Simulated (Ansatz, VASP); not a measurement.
# GaSn3: VASP beside Ansatz

File INCAR:

```
SYSTEM = GaSn3
ALGO = Normal
EDIFF = 1E-6
ENCUT = 520
GGA = CA
ISIF = 2
ISMEAR = -1
LASPH = .TRUE.
LCHARG = .TRUE.
LELF = .TRUE.
LREAL = .FALSE.
LVHAR = .TRUE.
LWAVE = .FALSE.
NBANDS = 36
NELM = 80
PREC = Accurate
SIGMA = 0.1
```

Contents of KPOINTS:

```
k-points
0
G
  9 9 9
  0 0 0
```

Contents of POSCAR:

```
GaSn3
1.0
   -2.2724040000      2.2724040000      4.9107340000
    2.2724040000     -2.2724040000      4.9107340000
    2.2724040000      2.2724040000     -4.9107340000
Ga Sn
1 3
Direct
    0.0000000000      0.0000000000      0.0000000000
    0.7500000000      0.2500000000      0.5000000000
    0.2500000000      0.7500000000      0.5000000000
    0.5000000000      0.5000000000      0.0000000000
```

Input for Ansatz:

```yaml
crystal:
  lattice:
    - [-2.272404, 2.272404, 4.910734]
    - [2.272404, -2.272404, 4.910734]
    - [2.272404, 2.272404, -4.910734]
  atoms:
    - { symbol: Ga, position: [0.0, 0.0, 0.0] }
    - { symbol: Sn, position: [0.75, 0.25, 0.5] }
    - { symbol: Sn, position: [0.25, 0.75, 0.5] }
    - { symbol: Sn, position: [0.5, 0.5, 0.0] }
kpoints:
  mp_grid:
    grid: [9, 9, 9]
    shift: [0.0, 0.0, 0.0]
hamiltonian:
  xc: lda
  pseudopotentials:
    kind: paw
scf:
  max_iter: 150
  algorithm: direct_min
  mixing:
    algorithm: msr1
  occupations:
    method: fermi_dirac
    width: 0.1
output:
  forces: true
  stress: true
  eigenvalues: true
```

Alike in both runs: task single point; functional LDA; k mesh 9 × 9 × 9; occupations fermi-dirac, width 0.1 eV; no spin polarisation.

|  | VASP | Ansatz |
| --- | --- | --- |
| version | VASP 6.6.1 | Ansatz 0.2.0 |
| potentials or method | VASP PAW LDA potentials, release 64 (Ga_d, Sn_d) | plane waves, PAW |
| plane-wave cutoff (eV) | 520 | 420 |
| valence electrons in the cell | 55 | 55 |

Ansatz gave:

| Property | Result |
| --- | --- |
| gap on the k mesh at the Fermi level (eV) | none |
| pressure (GPa) | -2.8 |
| traceless stress, the component that is largest in VASP (GPa) | -0.32 |

Which values does VASP return?

gap on the k mesh at the Fermi level (eV): none; pressure (GPa): -2.7; traceless stress, the component that is largest in VASP (GPa): -0.31.

LDA's correlation is that of Perdew and Zunger in VASP and of Perdew and Wang (1992) in Ansatz. A gap of «none» marks a metal or a gap that the smearing closes.
